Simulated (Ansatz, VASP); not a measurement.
# Two plane-wave programs on Cd3HgSe4

```xyz
8
Lattice="4.2167 0.0000 0.0000 0.0000 4.2167 0.0000 0.0000 0.0000 11.9266" Properties=species:S:1:pos:R:3 pbc="T T T"
Cd    0.0000    0.0000    8.9449
Cd    0.0000    0.0000    2.9816
Cd    2.1083    2.1083    5.9633
Hg    2.1083    2.1083    0.0000
Se    2.1083    0.0000   10.4357
Se    0.0000    2.1083    1.4908
Se    2.1083    0.0000    4.4725
Se    0.0000    2.1083    7.4541
```

Alike in both runs: task relaxation of cell and atoms; functional PBE; k mesh 4 × 4 × 2; occupations gaussian, width 0.1 eV; no spin polarisation.

|  | VASP | Ansatz |
| --- | --- | --- |
| version | VASP 6.6.1 | Ansatz 0.2.0 |
| potentials or method | VASP PAW PBE potentials, release 64 (Cd, Hg, Se), cutoff 600 eV | scalar-relativistic, plane waves, PAW |
| valence electrons in the cell | 72 | 144 |

|  | VASP | Ansatz | Ansatz less VASP |
| --- | --- | --- | --- |
| gap on the k mesh at the Fermi level, each at its own relaxed structure (eV) | 0.07 | 0.07 | +0.004 |
| relaxed volume (Å³/atom) | 30.13 | 30.12 | -0.011 |
| relaxed cell length with the largest relative difference (Å) | 12.365 | 12.379 | +0.0138 |

VASP's potentials hold 72 valence electrons a cell and Ansatz's 144, so a difference there can come from the potentials and not from the codes.

Spin-orbit coupling is off throughout.
